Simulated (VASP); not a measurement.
# Sb (R-3m) in VASP: relaxation of cell and atoms with r2SCAN+rVV10

Aim: the relaxation of cell and atoms of Sb with r2SCAN+rVV10.

All numbers are computed with VASP 6.6.1; they aren't measurements. Logs are shortened: lines on timing, memory, paths and dates and some standing lists are left out, and cuts for length are marked.

### 1 The cell of the first run

Symmetry: R-3m, No. 166, trigonal system. Conventional cell: a = 4.225 Å, b = 4.225 Å, c = 10.554 Å, α = 90.00°, β = 90.00°, γ = 120.00°. Within 3.8 Å of Sb (site symmetry 3m) lie 6 Sb at 2.88 to 3.14 Å.

### 2 Relaxation of cell and atoms, r2SCAN+rVV10, target pressure 6.4 GPa, at which the enthalpy is minimised

POSCAR

```
Sb
1.0
    2.1122934942      1.2195332175      3.5180084017
   -2.1122934942      1.2195332175      3.5180084017
    0.0000000000     -2.4390664350      3.5180084017
Sb
2
Direct
    0.2396290621      0.2396290621      0.2396290621
    0.7603709379      0.7603709379      0.7603709379
```

INCAR.step1

```
ALGO = Normal
EDIFF = 1E-5
EDIFFG = -0.005
ENCUT = 550
GGA = PE
GGA_COMPAT = F
IBRION = 2
ISIF = 3
ISMEAR = 0
LASPH = T
LCHARG = F
LREAL = F
LWAVE = T
NELM = 120
NELMIN = 4
NSW = 100
PREC = Accurate
SIGMA = 0.1
```

INCAR.step2

```
ALGO = Normal
BPARAM = 11.95
CPARAM = 0.0093
EDIFF = 1E-7
EDIFFG = -0.002
ENCUT = 550
GGA_COMPAT = F
IBRION = 2
ISIF = 3
ISMEAR = 0
ISTART = 1
IVDW_NL = 2
LASPH = T
LCHARG = F
LMIXTAU = T
LREAL = F
LUSE_VDW = T
LWAVE = F
METAGGA = R2SCAN
NELM = 120
NELMIN = 4
NSW = 100
PREC = Accurate
PSTRESS = 64.0
SIGMA = 0.1
```

KPOINTS

```
k-points
0
Gamma
  12 12 12
```

Potentials or basis: VASP PAW PBE potentials, release 64 (Sb).

On the command line:

```bash
cat potpaw_PBE.64/Sb/POTCAR > POTCAR
cp INCAR.step1 INCAR
mpirun -np 1 vasp_std > vasp.out
cp INCAR.step2 INCAR
mpirun -np 1 vasp_std > vasp.out
```

OUTCAR:

```text
BPARAM = 11.95
   EDIFF = 1E-7
   EDIFFG = -0.002
   ENCUT = 550
   IBRION = 2
   ISIF = 3
   ISMEAR = 0
   ISTART = 1
   IVDW_NL = 2
   LASPH = T
   LREAL = F
   METAGGA = R2SCAN
   NELM = 120
   NELMIN = 4
   NSW = 100
   PREC = Accurate
   PSTRESS = 64.0

 ion  position               nearest neighbor table
   1  0.240  0.240  0.240-   2 2.88   2 2.88   2 2.88   2 3.14   2 3.14   2 3.14
   2  0.760  0.760  0.760-   1 2.88   1 2.88   1 2.88   1 3.14   1 3.14   1 3.14

  LATTYP: Found a trigonal (rhomboedric) cell.
 ALAT       =     4.2808209713
 COS(alpha) =     0.5130499806

  Lattice vectors:

 A1 = (   2.1122934942,   1.2195332175,   3.5180084017)
 A2 = (  -2.1122934942,   1.2195332175,   3.5180084017)
 A3 = (   0.0000000000,  -2.4390664350,   3.5180084017)

Analysis of symmetry for initial positions (statically):
=====================================================================
 Subroutine PRICEL returns:
 Original cell was already a primitive cell.

 Routine SETGRP: Setting up the symmetry group for a
 trigonal (rhombohedral) supercell.

 Subroutine GETGRP returns: Found 12 space group operations
 (whereof 12 operations were pure point group operations)
 out of a pool of 12 trial point group operations.

The static configuration has the point symmetry D_3d.

Analysis of symmetry for dynamics (positions and initial velocities):
=====================================================================
 Subroutine PRICEL returns:
 Original cell was already a primitive cell.

 Routine SETGRP: Setting up the symmetry group for a
 trigonal (rhombohedral) supercell.

 Subroutine GETGRP returns: Found 12 space group operations
 (whereof 12 operations were pure point group operations)
 out of a pool of 12 trial point group operations.

The dynamic configuration has the point symmetry D_3d.

 Subroutine INISYM returns: Found 12 space group operations
 (whereof 12 operations are pure point group operations),
 and found     1 'primitive' translations

----------------------------------------------------------------------------------------

                                     Primitive cell

  volume of cell :      54.3746

  direct lattice vectors                    reciprocal lattice vectors
     2.112293494  1.219533217  3.518008402     0.236709530  0.136664311  0.094750579
    -2.112293494  1.219533217  3.518008402    -0.236709530  0.136664311  0.094750579
     0.000000000 -2.439066435  3.518008402     0.000000000 -0.273328622  0.094750579

  length of vectors
     4.280820971  4.280820971  4.280820971     0.289285685  0.289285685  0.289285685

  position of ions in fractional coordinates (direct lattice)
     0.239629062  0.239629062  0.239629062
     0.760370938  0.760370938  0.760370938

  ion indices of the primitive-cell ions
   primitive index   ion index
                 1           1
                 2           2

----------------------------------------------------------------------------------------

 KPOINTS: k-points

Automatic generation of k-mesh.
 Grid dimensions read from file:
 generate k-points for:   12   12   12

 Generating k-lattice:

  Cartesian coordinates                     Fractional coordinates (reciprocal lattice)
     0.019725794  0.011388693  0.007895882     0.083333333 -0.000000000 -0.000000000
    -0.019725794  0.011388693  0.007895882    -0.000000000  0.083333333 -0.000000000
     0.000000000 -0.022777385  0.007895882    -0.000000000 -0.000000000  0.083333333

  Length of vectors
     0.024107140  0.024107140  0.024107140

  Shift w.r.t. Gamma in fractional coordinates (k-lattice)
     0.000000000  0.000000000  0.000000000

 Subroutine IBZKPT returns following result:
 ===========================================

 Found    189 irreducible k-points:

 Following reciprocal coordinates:
            Coordinates               Weight
  0.000000  0.000000  0.000000      1.000000
  0.083333 -0.000000  0.000000      6.000000
  0.166667  0.000000  0.000000      6.000000
  0.250000  0.000000  0.000000      6.000000
  0.333333 -0.000000  0.000000      6.000000
  0.416667  0.000000  0.000000      6.000000
[... 16 lines left out ...]
  0.500000  0.166667  0.000000     12.000000
 -0.416667  0.166667 -0.000000     12.000000
 [... further k-points ...]
   k-points           NKPTS =    189   k-points in BZ     NKDIM =    189   number of bands    NBANDS=      9
   number of dos      NEDOS =    301   number of ions     NIONS =      2
   total plane-waves  NPLWV =  46656
   dimension x,y,z NGX =    36 NGY =   36 NGZ =   36
   dimension x,y,z NGXF=    72 NGYF=   72 NGZF=   72
   ions per type =               2
   NGX,Y,Z   is equivalent  to a cutoff of  13.98, 13.98, 13.98 a.u.
   NGXF,Y,Z  is equivalent  to a cutoff of  27.96, 27.96, 27.96 a.u.
 SYSTEM =  unknown system
   PREC   = accura    normal or accurate (medium, high low for compatibility)
   ISTART =      1    job   : 0-new  1-cont  2-samecut
   ICHARG =      0    charge: 1-file 2-atom 10-const
   ISPIN  =      1    spin polarized calculation?
   LNONCOLLINEAR =      F non collinear calculations
   LSORBIT =      F    spin-orbit coupling
   LASPH  =      T    aspherical Exc in radial PAW
   ENCUT  =  550.0 eV  40.42 Ry    6.36 a.u.   8.19  8.19  8.19*2*pi/ulx,y,z
   NELM   =    120;   NELMIN=  4; NELMDL=  0     # of ELM steps
   EDIFF  = 0.1E-06   stopping-criterion for ELM
   LREAL  =      F    real-space projection
   EDIFFG = -.2E-02   stopping-criterion for IOM
   NSW    =    100    number of steps for IOM
   IBRION =      2    ionic relax: 0-MD 1-quasi-New 2-CG
   NFREE  =      1    steps in history (QN), initial steepest desc. (CG)
   ISIF   =      3    stress and relaxation
   ISYM   =      2    0-nonsym 1-usesym 2-fastsym
   POTIM  = 0.5000    time-step for ionic-motion
   TEBEG  =    0.0;   TEEND  =   0.0 temperature during run
   PSTRESS=   64.0 pullay stress
   NELECT =      10.0000    total number of electrons
   NUPDOWN=      -1.0000    fix difference up-down
   EMIN   =  10.00;   EMAX   =-10.00  energy-range for DOS
   EFERMI =   0.00;   METHOD = LEGACY
   ISMEAR =     0;   SIGMA  =   0.10  broadening in eV -4-tet -1-fermi 0-gaus
   EFERMI_NEDOS =   21; number of points for ismear=-14 and -15
   IALGO  =     38    algorithm
   IMIX   =      4    mixing-type and parameters
     AMIX     =   0.40;   BMIX     =  1.00
     AMIX_MAG =   1.60;   BMIX_MAG =  1.00
  volume/ion in A,a.u.               =      27.19       183.47
  Fermi-wavevector in a.u.,A,eV,Ry     =   0.930985  1.759307 11.792627  0.866734
  Thomas-Fermi vector in A             =   2.057431
   LORBIT       =      0    0 simple, 1 ext, 2 COOP (PROOUT), +10 PAW based schemes
   METAGGA = R2SCAN    functional components
   LHFCALC =     F    Hartree Fock is set to
   AEXX    =    0.0000 exact exchange contribution
   IVDW_NL    =     2    kernel type
   BPARAM     =11.9500
   IVDW    =     0    specifies the selected vdW correction
   LEPSILON=     F    determine dielectric tensor
   LRPA    =     F    only Hartree local field effects (RPA)
 conjugate gradient relaxation of ions
 non-spin polarized calculation
 Gauss-broadening in eV      SIGMA  =   0.10
  energy-cutoff  :      550.00
  volume of cell :       54.37
 maximum number of plane-waves:      1608
 NGX is ok and might be reduce to    36
   NGX = 17   NGY = 17   NGZ = 17

--------------------------------------- Ionic step        1  -------------------------------------------

 number of electron      10.0000000 magnetization

 Free energy of the ion-electron system (eV)
  ---------------------------------------------------
  ext. energy  EPLUGINS =         0.00000000
  ---------------------------------------------------
  free energy    TOTEN  =       -50.95656047 eV

  energy without entropy =      -50.95494218  energy(sigma->0) =      -50.95575132

------------------------ aborting loop because EDIFF is reached ----------------------------------------

  FORCE on cell =-STRESS in cart. coord.  units (eV):
  Direction    XX          YY          ZZ          XY          YZ          ZX
  --------------------------------------------------------------------------------------
  -------------------------------------------------------------------------------------
  Total        2.3483877      2.3483877      2.3266153     -0.0000000      0.0000000      0.0000000
  in kB       69.1965383     69.1965383     68.5550019     -0.0000000      0.0000000      0.0000000
  external PRESSURE =       4.9826929 kB  Pullay stress =      64.0000000 kB

 VOLUME and BASIS-vectors are now :
 -----------------------------------------------------------------------------
  energy-cutoff  :      550.00
  volume of cell :       54.37
      direct lattice vectors                 reciprocal lattice vectors
     2.112293494  1.219533217  3.518008402     0.236709530  0.136664311  0.094750579
    -2.112293494  1.219533217  3.518008402    -0.236709530  0.136664311  0.094750579
     0.000000000 -2.439066435  3.518008402     0.000000000 -0.273328622  0.094750579
[... 160 lines left out ...]
  FREE ENERGIE OF THE ION-ELECTRON SYSTEM (eV)
  ---------------------------------------------------
  free  energy   TOTEN  =       -50.9681286441 eV

  energy  without entropy=      -50.9664328139  energy(sigma->0) =      -50.96728073

  enthalpy is  TOTEN    =       -48.7850702468 eV   P V=        2.1830583973

--------------------------------------- Ionic step        6  -------------------------------------------

 number of electron      10.0000000 magnetization

 Free energy of the ion-electron system (eV)
  ---------------------------------------------------
  ext. energy  EPLUGINS =         0.00000000
  ---------------------------------------------------
  free energy    TOTEN  =       -50.96599496 eV

  energy without entropy =      -50.96418427  energy(sigma->0) =      -50.96508961

 E-fermi :   8.3950     XC(G=0): -10.5219

 val. band max:        8.3733457189   @ k =   0.4167   0.3333   0.3333
 cond. band min:       8.4214071115   @ k =   0.5000   0.5000   0.5000
 fundamental gap:      0.0480613925
 Fermi energy:         8.3950020883

 k-point     1 :       0.0000    0.0000    0.0000
  band No.  band energies     occupation
      1      -5.5350      2.00000
      2       4.4347      2.00000
      3       6.2030      2.00000
      4       6.2687      2.00000
      5       6.2687      2.00000
      6      11.4004      0.00000
      7      11.7598      0.00000
      8      11.7598      0.00000
      9      13.4722      0.00000

 k-point     2 :       0.0833   -0.0000    0.0000
  band No.  band energies     occupation
      1      -5.4470      2.00000
      2       3.7473      2.00000
      3       6.2224      2.00000
      4       6.2726      2.00000
      5       6.7521      2.00000
      6      11.1955      0.00000
      7      11.4234      0.00000
      8      11.5285      0.00000
      9      13.2640      0.00000
[... 253 lines left out ...]
 k-point    24 :      -0.4167    0.1667   -0.0000
  band No.  band energies     occupation
      1      -2.5345      2.00000
      2      -1.8394      2.00000
      3       4.2900      2.00000
      4       6.0207      2.00000
      5       6.6816      2.00000
      6       9.4014      0.00000
      7      10.3129      0.00000
      8      12.1001      0.00000
      9      15.6688      0.00000

 [... further k-points ...]

------------------------ aborting loop because EDIFF is reached ----------------------------------------

  FORCE on cell =-STRESS in cart. coord.  units (eV):
  Direction    XX          YY          ZZ          XY          YZ          ZX
  --------------------------------------------------------------------------------------
  -------------------------------------------------------------------------------------
  Total        2.1836897      2.1836897      2.1773247     -0.0000000      0.0000000      0.0000000
  in kB       64.0824328     64.0824328     63.8956451     -0.0000000      0.0000000      0.0000000
  external PRESSURE =       0.0201703 kB  Pullay stress =      64.0000000 kB

 VOLUME and BASIS-vectors are now :
 -----------------------------------------------------------------------------
  energy-cutoff  :      550.00
  volume of cell :       54.60
      direct lattice vectors                 reciprocal lattice vectors
     2.115808873  1.221562822  3.520619052     0.236316241  0.136437246  0.094680319
    -2.115808873  1.221562822  3.520619052    -0.236316241  0.136437246  0.094680319
     0.000000000 -2.443125644  3.520619052     0.000000000 -0.272874491  0.094680319

 POSITION                                       TOTAL-FORCE (eV/Angst)
 -----------------------------------------------------------------------------------
      0.00000      0.00000      2.53559        -0.000000     -0.000000     -0.000156
      0.00000      0.00000      8.02627         0.000000      0.000000      0.000156
 -----------------------------------------------------------------------------------
    total drift:                                0.000000      0.000000     -0.000000

  FREE ENERGIE OF THE ION-ELECTRON SYSTEM (eV)
  ---------------------------------------------------
  free  energy   TOTEN  =       -50.9659949576 eV

  energy  without entropy=      -50.9641842689  energy(sigma->0) =      -50.96508961

  enthalpy is  TOTEN    =       -48.7851142156 eV   P V=        2.1808807420

 reached required accuracy - stopping structural energy minimisation
```

Wall time 52 min (1 thread of Intel Xeon 8259CL, shared host); peak memory 0.46 GiB.

What came out:

```yaml
Free_energy: -50.9660 eV
Relaxed_volume: 27.30 Å³/atom
Relaxed_cell: a = 4.285 Å, b = 4.285 Å, c = 4.285 Å, α = 59.17°, β = 59.17°, γ = 59.17°
Space_group_after_relaxing_to_0.1_Å: R-3m (No. 166)
Energy_change_on_relaxing_the_run_minimises_the_enthalpy: -4.7 meV/atom
Ionic_steps: 6
Pressure_after_relaxing: 6.4 GPa
Band_gap_on_the_k_mesh: zero (bands 5 and 6 overlap by 0.72 eV)
```

The path:
| step | energy change (eV) | largest force (eV/Å) | pressure (GPa) | volume (Å³) |
| --- | --- | --- | --- | --- |
| 1 | 0.0000 | 0.0531 | 6.90 | 54.37 |
| 2 | -0.0264 | 0.0200 | 5.73 | 55.04 |
| 3 | -0.0120 | 0.0207 | 6.39 | 54.66 |
| 4 | -0.0123 | 0.0201 | 6.37 | 54.67 |
| 5 | -0.0116 | 0.0148 | 6.38 | 54.65 |
| 6 | -0.0094 | 0.0002 | 6.40 | 54.60 |

Final structure:
```xyz
2
Lattice="2.1158 1.2216 3.5206 -2.1158 1.2216 3.5206 0.0000 -2.4431 3.5206" Properties=species:S:1:pos:R:3 pbc="T T T"
Sb    0.0000    0.0000    2.5356
Sb    0.0000    0.0000    8.0263
```

Caveat: the cell is relaxed towards a set pressure, so the run minimises the enthalpy, not the energy; the PAW data sets were made with another functional, which shifts forces and pressure a little; spin-orbit coupling is left out, which moves the levels of the heavy elements. Zero-point motion and thermal expansion aren't in these numbers.
